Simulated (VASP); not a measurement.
Input of a VASP 6.6.1 run:

INCAR

```
SYSTEM = Pt
ALGO = Normal
EDIFF = 1E-6
ENCUT = 520
ISIF = 2
ISMEAR = 0
ISPIN = 2
LASPH = .True.
LCHARG = .True.
LELF = .True.
LMAXMIX = 4
LORBIT = 11
LREAL = .False.
LVHAR = .True.
LWAVE = .False.
MAGMOM = 0.4 0.4
NBANDS = 21
NELM = 150
NUPDOWN = 0.8
PREC = Accurate
SIGMA = 0.15
```

Contents of KPOINTS:

```
k-points
0
Gamma
  21 21 10
  0 0 0
```

POSCAR

```
Pt
1.0
    2.7483013709      0.0000000000      0.0000000000
   -1.3741506854      2.3800988044      0.0000000000
    0.0000000000      0.0000000000      4.7455915265
Pt
2
Direct
    0.6666666667      0.3333333333      0.7500000000
    0.3333333333      0.6666666667      0.2500000000
```

Potentials or basis: VASP PAW LDA potentials, release 64 (Pt).

The run is started by

```sh
$ cat potpaw_LDA.64/Pt/POTCAR > POTCAR
$ mpirun -np 1 vasp_std > vasp.out
```

Problem. What does it give for the pressure?

Solution. -10.3 GPa.

Stress tensor (GPa, compression positive):
```
 -9.64   0.00   0.00
  0.00  -9.64   0.00
  0.00   0.00 -11.73
```

Caveat: the cell stands under tension; the total moment is fixed, so each spin has its own Fermi level.
